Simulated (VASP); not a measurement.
Wanted: the native input for a VASP 6.6.1 run.

```
Task                   : single point
Functional             : r2SCAN
Potentials or basis    : VASP PAW PBE potentials, release 64 (Cs_sv, C)
Cutoff                 : 520 eV
k mesh                 : 6 × 6 × 4
Occupations            : fermi-dirac, width 0.025 eV
Spin                   : no spin polarisation
Dipole correction      : no
Further INCAR settings : ALGO = Normal; EDIFF = 1e-06; NBANDS = 14
```

The system is CsC.

```
CELL_PARAMETERS angstrom
3.92918 0.00000 0.00000
-1.96459 3.40277 0.00000
0.00000 0.00000 5.82433
ATOMIC_POSITIONS crystal
Cs 0.01613 0.00707 0.99882
C 0.01156 0.02126 0.50441
```

One way to write it, as run:

POSCAR

```
CsC
1.0
    3.9291816700      0.0000000000      0.0000000000
   -1.9645908300      3.4027711400      0.0000000000
    0.0000000000      0.0000000000      5.8243269500
Cs C
1 1
Direct
    0.0161270000      0.0070670000     -0.0011790000
    0.0115570000      0.0212560000      0.5044060000
```

INCAR.step1

```
  ALGO = Normal
  EDIFF = 1E-4
  ENCUT = 520
  GGA = PE
  ISMEAR = -1
  LASPH = T
  LCHARG = F
  LREAL = F
  LWAVE = T
  NBANDS = 14
  NELM = 80
  PREC = Accurate
  SIGMA = 0.025
```

INCAR.step2

```
  ALGO = Normal
  EDIFF = 1E-6
  ENCUT = 520
  ISIF = 2
  ISMEAR = -1
  ISTART = 1
  LASPH = T
  LCHARG = F
  LMIXTAU = T
  LREAL = F
  LWAVE = F
  METAGGA = R2SCAN
  NBANDS = 14
  NELM = 80
  PREC = Accurate
  SIGMA = 0.025
```

KPOINTS

```
k-points
0
Gamma
  6 6 4
```

Potentials or basis: VASP PAW PBE potentials, release 64 (Cs_sv, C).

Launch:

```sh
$ cat potpaw_PBE.64/Cs_sv/POTCAR potpaw_PBE.64/C/POTCAR > POTCAR
$ cp INCAR.step1 INCAR
$ mpirun -np 1 vasp_std > vasp.out
$ cp INCAR.step2 INCAR
$ mpirun -np 1 vasp_std > vasp.out
```

Results of the run:

- Pressure: -1.3 GPa
- Largest force: 0.133 eV/Å
- Band gap on the k mesh: zero (an odd number of electrons rules out a gap without spin polarisation)

Caveat: the PAW data sets were made with another functional, which shifts forces and pressure a little; spin-orbit coupling is left out, which moves the levels of the heavy elements; an odd number of electrons without spin polarisation forces a metal; a magnetic or distorted state may lie lower.

Run time: 4.6 min on 1 thread of Intel(R) Xeon(R) Platinum 8488C (Sapphire Rapids), on a shared host, peak memory 0.26 GiB.
